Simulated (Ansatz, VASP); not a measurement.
**NaH in VASP and in Ansatz**

```
Na H
1.0
    -0.35955    2.39703    2.43898
     2.39703   -0.35955    2.43898
     2.03748    2.03748    0.00000
Na H
1 1
Direct
  0.00000 0.00000 0.00000
  0.50000 0.50000 0.50000
```

Change from the starting cell: engineering shear strain xy -0.3000, normal strain along z +0.0175.

Alike in both runs: task single point; functional r2SCAN; k mesh 8 × 8 × 8; occupations fermi-dirac, width 0.2 eV; no spin polarisation.

```csv
,VASP,Ansatz
version,VASP 6.6.1,Ansatz 0.2.0
potentials or method,"VASP PAW PBE potentials, release 64 (Na_pv, H), cutoff 520 eV","scalar-relativistic, plane waves, PAW"
valence electrons in the cell,8,10
```

|  | VASP | Ansatz | Ansatz less VASP |
| --- | --- | --- | --- |
| gap on the k mesh at the Fermi level (eV) | 3.10 | 3.09 | -0.014 |
| least direct gap on the mesh (eV) | 4.95 | 4.95 | +0.001 |
| pressure (GPa) | -0.3 | 0.0 | +0.29 |
| traceless stress, the component that is largest in VASP (GPa) | 8.12 | 8.07 | -0.054 |

VASP's potentials were made for PBE, not for r2SCAN. The functional is the same, so the differences come from potentials, cutoffs and numerics. VASP's potentials hold 8 valence electrons a cell and Ansatz's 10, so a difference there can come from the potentials and not from the codes.
